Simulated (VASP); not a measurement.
# MgAl48N48 (a cell with a defect) in VASP: single point with PBE

Aim: the single point of MgAl48N48 (a cell with a defect) with PBE.

Program: VASP 6.6.1. These are calculated values, not measurements. Logs are shortened: lines on timing, memory, paths and dates and some standing lists are left out, and cuts for length are marked.

### 1 The cell of the first run

The cell holds a defect, 97 atoms: a = 9.341 Å, b = 10.787 Å, c = 9.967 Å, α = 90.00°, β = 90.00°, γ = 90.00°.

### 2 Single point, PBE

INCAR reads:

```
SYSTEM = MgAl48N48
ALGO = Normal
EDIFF = 1E-6
ENCUT = 520
GGA = PE
GGA_COMPAT = .False.
ISIF = 2
ISMEAR = -1
ISYM = 0
LASPH = .True.
LCHARG = .False.
LREAL = Auto
LWAVE = .False.
NBANDS = 247
NELM = 120
PREC = Accurate
SIGMA = 0.05
```

KPOINTS reads:

```
Automatic mesh
0
Gamma
  1 1 1
  0.25 0.25 0.25
```

POSCAR reads:

```
MgAl48N48
1.0
    9.3414480000      0.0000000000      0.0000000000
    0.0000000000     10.7865750000      0.0000000000
    0.0000000000      0.0000000000      9.9670570000
Al N Mg
48 48 1
Direct
    0.1664350000      0.0814500000      0.2475480000
    0.1664550000      0.0802320000      0.7487600000
    0.0052930000      0.3300530000      0.2400160000
    0.0000370000      0.3326220000      0.7447610000
    0.4988150000      0.0834450000      0.2500520000
    0.5009950000      0.0862860000      0.7492120000
    0.3276140000      0.3302220000      0.2402280000
    0.3330370000      0.3323720000      0.7448610000
    0.1664730000      0.5831400000      0.2528650000
    0.1664010000      0.5839380000      0.7500660000
    0.0000050000      0.8333420000      0.2513970000
    0.9984100000      0.8312450000      0.7501000000
    0.8341300000      0.0833620000      0.2500290000
    0.8320180000      0.0863550000      0.7492010000
    0.6666460000      0.3316420000      0.2464750000
    0.6663470000      0.3458580000      0.7659450000
    0.4987340000      0.5840920000      0.2475180000
    0.5112430000      0.5772980000      0.7664910000
    0.3329090000      0.8333390000      0.2515650000
    0.3346260000      0.8311800000      0.7500270000
    0.8342840000      0.5841760000      0.2474300000
    0.8215620000      0.5775930000      0.7665420000
    0.6663590000      0.8407330000      0.2417870000
    0.6665900000      0.8352910000      0.7457060000
    0.0037500000      0.1630410000      0.4990180000
    0.9993530000      0.1658760000      0.9956590000
    0.3292310000      0.1631870000      0.4990710000
    0.3336420000      0.1659080000      0.9958390000
    0.1661600000      0.4156470000      0.5000760000
    0.1666290000      0.4180500000      0.9936180000
    0.9957450000      0.6641260000      0.5059330000
    0.0038310000      0.6689570000      0.0040120000
    0.6666070000      0.1715910000      0.5039950000
    0.6664550000      0.1618680000      0.0029140000
    0.4787900000      0.4049380000      0.4781310000
    0.5003590000      0.4168680000      0.0031330000
    0.3371000000      0.6642070000      0.5057350000
    0.3290800000      0.6688210000      0.0041090000
    0.1664640000      0.9121290000      0.5006780000
    0.1664710000      0.9172970000      0.9996870000
    0.8544250000      0.4052950000      0.4782730000
    0.8326690000      0.4169070000      0.0029960000
    0.6665170000      0.6907810000      0.4788130000
    0.6664710000      0.6667480000      0.0039710000
    0.4978660000      0.9220950000      0.5005740000
    0.4982680000      0.9161900000      0.9969670000
    0.8351060000      0.9219160000      0.5005570000
    0.8346280000      0.9162830000      0.9969500000
    0.0005220000      0.1641720000      0.1859190000
    0.0017250000      0.1652700000      0.6892880000
    0.3324000000      0.1643330000      0.1861430000
    0.3312270000      0.1650860000      0.6893470000
    0.1665310000      0.4188500000      0.1835670000
    0.1666320000      0.4162700000      0.6900400000
    0.0020010000      0.6675100000      0.1948810000
    0.9940490000      0.6633350000      0.6963750000
    0.6665000000      0.1639050000      0.1935350000
    0.6665310000      0.1737740000      0.6948640000
    0.4978300000      0.4154250000      0.1946840000
    0.4919940000      0.4120530000      0.6704940000
    0.3310800000      0.6674550000      0.1950760000
    0.3389000000      0.6631770000      0.6962890000
    0.1664840000      0.9153110000      0.1909670000
    0.1664930000      0.9132100000      0.6906380000
    0.8353340000      0.4155420000      0.1945290000
    0.8410880000      0.4129450000      0.6708100000
    0.6664800000      0.6700670000      0.1957970000
    0.6667050000      0.6759230000      0.6715200000
    0.4967750000      0.9179780000      0.1875980000
    0.4994480000      0.9194460000      0.6905630000
    0.8359890000      0.9178860000      0.1875740000
    0.8337330000      0.9195210000      0.6906060000
    0.1665330000      0.0771740000      0.4387330000
    0.1665240000      0.0830950000      0.9389030000
    0.0134820000      0.3245990000      0.4281790000
    0.9978480000      0.3339070000      0.9372810000
    0.4993100000      0.0879290000      0.4412760000
    0.4999650000      0.0824450000      0.9395700000
    0.3192370000      0.3248980000      0.4283200000
    0.3353330000      0.3338580000      0.9373520000
    0.1663320000      0.5825340000      0.4446130000
    0.1663950000      0.5846410000      0.9406850000
    0.9973260000      0.8312830000      0.4426790000
    0.0009900000      0.8337130000      0.9408480000
    0.8337690000      0.0877300000      0.4412590000
    0.8329030000      0.0825280000      0.9394970000
    0.6666240000      0.3387580000      0.4390050000
    0.6665210000      0.3282410000      0.9550850000
    0.5050920000      0.5808290000      0.4401720000
    0.4952700000      0.5859490000      0.9557000000
    0.3356800000      0.8314140000      0.4428960000
    0.3319240000      0.8335780000      0.9408460000
    0.8277680000      0.5810830000      0.4400240000
    0.8377220000      0.5860250000      0.9557580000
    0.6663820000      0.8515330000      0.4299760000
    0.6664610000      0.8319430000      0.9388110000
    0.6663710000      0.5014600000      0.5883500000
```

Potentials or basis: VASP PAW PBE potentials, release 64 (Al, N, Mg).

Started as:

```
$ cat potpaw_PBE.64/Al/POTCAR potpaw_PBE.64/N/POTCAR potpaw_PBE.64/Mg/POTCAR > POTCAR
$ mpirun -np 1 vasp_std > vasp.out
```

OUTCAR:

```text
SYSTEM = MgAl48N48
   EDIFF = 1E-6
   ENCUT = 520
   GGA = PE
   ISIF = 2
   ISMEAR = -1
   ISYM = 0
   LASPH = .True.
   LREAL = Auto
   NELM = 120
   PREC = Accurate

 ion  position               nearest neighbor table
   1  0.166  0.081  0.248-  63 1.88  49 1.89  51 1.89  73 1.91  40 3.04  25 3.06  27 3.06   3 3.08
                             7 3.08  28 3.09  26 3.09  11 3.10  19 3.10  13 3.10   5 3.11  39 3.11
   2  0.166  0.080  0.749-  52 1.89  50 1.89  64 1.89  74 1.90  25 3.05  27 3.05  40 3.06  26 3.06
                            28 3.06  39 3.07  12 3.11  20 3.11  14 3.12   6 3.13   8 3.13   4 3.14
   3  0.005  0.330  0.240-  49 1.87  53 1.87  75 1.88  65 1.89  41 2.88  42 3.01   7 3.01  26 3.01
                            30 3.03   1 3.08  13 3.11   9 3.12  29 3.14  25 3.15  15 3.16  21 3.17
   4  0.000  0.333  0.745-  66 1.87  54 1.88  50 1.89  76 1.92  29 3.03  25 3.06  30 3.07  26 3.08
                            41 3.09  14 3.09   8 3.11  10 3.13  16 3.13  22 3.13   2 3.14  42 3.15
   5  0.499  0.083  0.250-  57 1.88  69 1.89  51 1.89  77 1.91  34 3.04  45 3.04  23 3.05  27 3.07
                            28 3.10  46 3.10  15 3.10   1 3.11   7 3.11  19 3.11  33 3.13  13 3.13
   6  0.501  0.086  0.749-  58 1.89  70 1.89  52 1.90  78 1.90  33 3.04  28 3.04  45 3.05  34 3.07
                            46 3.08  27 3.08   8 3.08  14 3.09  24 3.12   2 3.13  20 3.16  16 3.20
   7  0.328  0.330  0.240-  51 1.87  53 1.87  79 1.88  59 1.89  35 2.88  36 3.01   3 3.01  28 3.01
                            30 3.03   1 3.08   5 3.11   9 3.12  29 3.14  27 3.15  15 3.17  17 3.17
   8  0.333  0.332  0.745-  60 1.87  54 1.88  52 1.89  80 1.92  29 3.03  27 3.06  30 3.07  28 3.08
                             6 3.08  35 3.09   4 3.11  16 3.12  10 3.13  18 3.13   2 3.13  36 3.15
   9  0.166  0.583  0.253-  55 1.88  61 1.88  53 1.90  81 1.91  38 3.05  32 3.05  29 3.06  21 3.10
[... 115 lines left out ...]
  85  0.834  0.088  0.441-  25 1.87  47 1.88  13 1.91  33 1.91
  86  0.833  0.083  0.939-  26 1.88  48 1.88  34 1.88  14 1.90
  87  0.667  0.339  0.439-  33 1.92  15 1.92  35 1.93  41 1.94  97 2.30
  88  0.667  0.328  0.955-  34 1.86  42 1.88  36 1.88  16 1.89
  89  0.505  0.581  0.440-  17 1.92  37 1.92  35 1.95  43 1.96  97 2.28
  90  0.495  0.586  0.956-  38 1.86  44 1.88  36 1.88  18 1.89
  91  0.336  0.831  0.443-  45 1.89  39 1.89  19 1.91  37 1.91
  92  0.332  0.834  0.941-  46 1.88  40 1.88  38 1.89  20 1.90
  93  0.828  0.581  0.440-  21 1.92  31 1.92  41 1.95  43 1.95  97 2.28
  94  0.838  0.586  0.956-  32 1.85  44 1.88  42 1.88  22 1.89
  95  0.666  0.852  0.430-  43 1.80  23 1.88  45 1.88  47 1.89
  96  0.666  0.832  0.939-  44 1.90  46 1.91  48 1.91  24 1.93
  97  0.666  0.501  0.588-  68 2.06  66 2.06  60 2.06  89 2.28  93 2.28  87 2.30  35 2.32  43 2.32
                            41 2.32  18 2.43  22 2.44  16 2.44

IMPORTANT INFORMATION: All symmetrisations will be switched off!
NOSYMM: (Re-)initialisation of all symmetry stuff for point group C_1.

----------------------------------------------------------------------------------------

                                     Primitive cell

  volume of cell :    1004.3029

  direct lattice vectors                    reciprocal lattice vectors
     9.341448000  0.000000000  0.000000000     0.107049785  0.000000000  0.000000000
     0.000000000 10.786575000  0.000000000     0.000000000  0.092707834  0.000000000
     0.000000000  0.000000000  9.967057000     0.000000000  0.000000000  0.100330519

  length of vectors
     9.341448000 10.786575000  9.967057000     0.107049785  0.092707834  0.100330519

  position of ions in fractional coordinates (direct lattice)
     0.166435000  0.081450000  0.247548000
     0.166455000  0.080232000  0.748760000
     0.005293000  0.330053000  0.240016000
     0.000037000  0.332622000  0.744761000
     0.498815000  0.083445000  0.250052000
     0.500995000  0.086286000  0.749212000
[... 89 lines left out ...]
     0.666461000  0.831943000  0.938811000
[... 144 lines left out ...]
   ISTART =      0    job   : 0-new  1-cont  2-samecut
   ICHARG =      2    charge: 1-file 2-atom 10-const
   ISPIN  =      1    spin polarized calculation?
   LNONCOLLINEAR =      F non collinear calculations
   LSORBIT =      F    spin-orbit coupling
   LASPH  =      T    aspherical Exc in radial PAW
   ENCUT  =  520.0 eV  38.22 Ry    6.18 a.u.  17.37 20.06 18.53*2*pi/ulx,y,z
   NELM   =    120;   NELMIN=  2; NELMDL= -5     # of ELM steps
   EDIFF  = 0.1E-05   stopping-criterion for ELM
   LREAL  =      T    real-space projection
   EDIFFG = 0.1E-04   stopping-criterion for IOM
   NSW    =      0    number of steps for IOM
   IBRION =     -1    ionic relax: 0-MD 1-quasi-New 2-CG
   NFREE  =      0    steps in history (QN), initial steepest desc. (CG)
   ISIF   =      2    stress and relaxation
   ISYM   =      0    0-nonsym 1-usesym 2-fastsym
   POTIM  = 0.5000    time-step for ionic-motion
   TEBEG  =    0.0;   TEEND  =   0.0 temperature during run
   PSTRESS=    0.0 pullay stress
   NELECT =     386.0000    total number of electrons
   NUPDOWN=      -1.0000    fix difference up-down
   EMIN   =  10.00;   EMAX   =-10.00  energy-range for DOS
   EFERMI =   0.00;   METHOD = LEGACY
   ISMEAR =    -1;   SIGMA  =   0.05  broadening in eV -4-tet -1-fermi 0-gaus
   EFERMI_NEDOS =   21; number of points for ismear=-14 and -15
   IALGO  =     38    algorithm
   IMIX   =      4    mixing-type and parameters
     AMIX     =   0.40;   BMIX     =  1.00
     AMIX_MAG =   1.60;   BMIX_MAG =  1.00
  volume/ion in A,a.u.               =      10.35        69.87
  Fermi-wavevector in a.u.,A,eV,Ry     =   1.190280  2.249302 19.276269  1.416766
  Thomas-Fermi vector in A             =   2.326368
   LORBIT       =      0    0 simple, 1 ext, 2 COOP (PROOUT), +10 PAW based schemes
   GGA     = PE    functional components
   LHFCALC =     F    Hartree Fock is set to
   AEXX    =    0.0000 exact exchange contribution
   IVDW    =     0    specifies the selected vdW correction
   LEPSILON=     F    determine dielectric tensor
   LRPA    =     F    only Hartree local field effects (RPA)
 non-spin polarized calculation
  energy-cutoff  :      520.00
  volume of cell :     1004.30
 maximum number of plane-waves:     27045
 NGX is ok and might be reduce to    70
   NGX = 35   NGY = 41   NGZ = 37

 number of electron     386.0000000 magnetization

 Free energy of the ion-electron system (eV)
  ---------------------------------------------------
  ext. energy  EPLUGINS =         0.00000000
  ---------------------------------------------------
  free energy    TOTEN  =      -706.90324906 eV

  energy without entropy =     -706.90310101  energy(sigma->0) =     -706.90317504

 E-fermi :  10.6674     XC(G=0): -10.9648

 val. band max:       10.1938718892   @ k =  -0.2500  -0.2500   0.2500
 cond. band min:      11.1429126115   @ k =  -0.2500  -0.2500   0.2500
 fundamental gap:      0.9490407222
 Fermi energy:        10.6673870489

 k-point     1 :       0.2500    0.2500    0.2500
  band No.  band energies     occupation
      1      -8.8554      2.00000
      2      -8.4831      2.00000
      3      -8.3788      2.00000
      4      -8.3303      2.00000
      5      -8.0367      2.00000
      6      -7.9884      2.00000
[... 821 lines left out ...]
    204      12.0329      0.00000
    205      12.0734      0.00000
 [bands above 205 left out]

------------------------ aborting loop because EDIFF is reached ----------------------------------------

  FORCE on cell =-STRESS in cart. coord.  units (eV):
  Direction    XX          YY          ZZ          XY          YZ          ZX
  --------------------------------------------------------------------------------------
  -------------------------------------------------------------------------------------
  Total       34.8530819     34.5302464     40.2388119     -0.0360461      0.2830801      0.0093577
  in kB       55.6015705     55.0865470     64.1934951     -0.0575048      0.4516013      0.0149284
  external PRESSURE =      58.2938709 kB  Pullay stress =       0.0000000 kB

 VOLUME and BASIS-vectors are now :
 -----------------------------------------------------------------------------
  energy-cutoff  :      520.00
  volume of cell :     1004.30
      direct lattice vectors                 reciprocal lattice vectors
     9.341448000  0.000000000  0.000000000     0.107049785  0.000000000  0.000000000
     0.000000000 10.786575000  0.000000000     0.000000000  0.092707834  0.000000000
     0.000000000  0.000000000  9.967057000     0.000000000  0.000000000  0.100330519

 POSITION                                       TOTAL-FORCE (eV/Angst)
 -----------------------------------------------------------------------------------
      1.55474      0.87857      2.46733         0.011922     -0.002137     -0.007207
      1.55493      0.86543      7.46293         0.006723     -0.002766      0.013420
      0.04944      3.56014      2.39225         0.000801      0.006419      0.020695
      0.00035      3.58785      7.42308        -0.023946      0.001490      0.012159
      4.65965      0.90009      2.49228        -0.031958      0.020304     -0.007949
      4.68002      0.93073      7.46744         0.008777      0.003294      0.009067
[... 89 lines left out ...]
      6.22571      8.97382      9.35718         0.002900     -0.005351     -0.006819
      6.22487      5.40904      5.86412         0.005320     -0.012958      0.023457
 -----------------------------------------------------------------------------------
    total drift:                                0.024612     -0.001060      0.030871

  FREE ENERGIE OF THE ION-ELECTRON SYSTEM (eV)
  ---------------------------------------------------
  free  energy   TOTEN  =      -706.9032490588 eV

  energy  without entropy=     -706.9031010123  energy(sigma->0) =     -706.90317504
```

It took 38 min on 1 thread of Intel Xeon Platinum 8175M at 2.50GHz (Skylake/Cascade Lake), shared host; peak memory 1.2 GiB.

Results:

```
Free energy            : -706.9032 eV
Pressure               : 5.8 GPa
Largest force          : 0.126 eV/Å
Band gap on the k mesh : 0.95 eV
```

Forces in eV/Å, atoms in the order of the input:
```
Al   0.012 -0.002 -0.007
Al   0.007 -0.003  0.013
Al   0.001  0.006  0.021
Al  -0.024  0.001  0.012
Al  -0.032  0.020 -0.008
Al   0.009  0.003  0.009
Al   0.013 -0.009  0.011
Al   0.010  0.009 -0.001
Al  -0.002 -0.002  0.001
Al   0.016 -0.005  0.012
Al  -0.002  0.002  0.015
Al   0.005  0.010  0.008
Al   0.028  0.015 -0.012
Al  -0.010  0.004  0.010
Al  -0.003  0.000  0.005
Al   0.011  0.072  0.013
Al   0.007  0.005  0.005
Al   0.064 -0.027  0.037
Al  -0.005  0.006  0.006
Al  -0.001  0.006  0.015
Al   0.003  0.010 -0.005
Al  -0.055 -0.037  0.029
Al   0.007 -0.041  0.020
Al  -0.004 -0.002  0.007
Al  -0.009 -0.002  0.006
Al   0.001  0.007 -0.004
Al   0.009  0.002 -0.002
Al  -0.006 -0.006 -0.009
Al   0.038 -0.005  0.002
Al  -0.014 -0.012 -0.002
Al   0.014  0.029 -0.018
Al  -0.005 -0.004 -0.004
Al  -0.005  0.008  0.016
Al  -0.001  0.008 -0.025
Al  -0.009 -0.006  0.025
Al   0.016  0.004 -0.033
Al  -0.009 -0.009  0.009
Al   0.009  0.007 -0.011
Al  -0.008  0.003  0.007
Al   0.012 -0.001 -0.005
Al  -0.017 -0.018  0.021
Al  -0.004 -0.001 -0.030
Al  -0.007  0.006  0.002
Al  -0.001 -0.011 -0.023
Al   0.004  0.009  0.006
Al   0.009  0.002 -0.011
Al   0.005  0.014  0.003
Al  -0.015  0.000 -0.012
N   -0.001  0.010  0.014
N   -0.002 -0.003 -0.011
N   -0.003 -0.001 -0.003
N    0.002 -0.002 -0.014
N   -0.010  0.005  0.003
N   -0.013  0.003 -0.003
N   -0.014 -0.008  0.006
N    0.020 -0.002 -0.019
N    0.001  0.010  0.004
N    0.000 -0.013 -0.009
N   -0.004  0.008 -0.004
N   -0.097 -0.013  0.019
N    0.001 -0.003 -0.003
N   -0.016  0.006 -0.022
N   -0.001 -0.003 -0.006
N    0.001 -0.008  0.004
N   -0.010 -0.003  0.001
N    0.102 -0.074 -0.005
N   -0.006 -0.011 -0.003
N   -0.016  0.103 -0.002
N    0.024  0.006  0.015
N   -0.012 -0.004  0.011
N   -0.016  0.017  0.013
N   -0.004 -0.008  0.001
N   -0.003 -0.002  0.000
N   -0.003 -0.001 -0.012
N   -0.010  0.029  0.016
N   -0.004  0.002 -0.010
N    0.003 -0.010 -0.018
N    0.003  0.005 -0.008
N    0.006 -0.001  0.014
N   -0.007  0.005 -0.015
N    0.005 -0.003 -0.007
N    0.014  0.001 -0.009
N    0.000 -0.009  0.009
N   -0.003 -0.006  0.002
N   -0.012 -0.004 -0.022
N    0.008 -0.005 -0.003
N    0.011 -0.036 -0.041
N   -0.002 -0.038  0.012
N   -0.036  0.035 -0.024
N   -0.024  0.020  0.023
N   -0.006 -0.022 -0.018
N    0.002 -0.001 -0.001
N    0.053  0.002 -0.017
N    0.001  0.015 -0.001
N    0.005 -0.034  0.003
N    0.003 -0.005 -0.007
Mg   0.005 -0.013  0.023
```
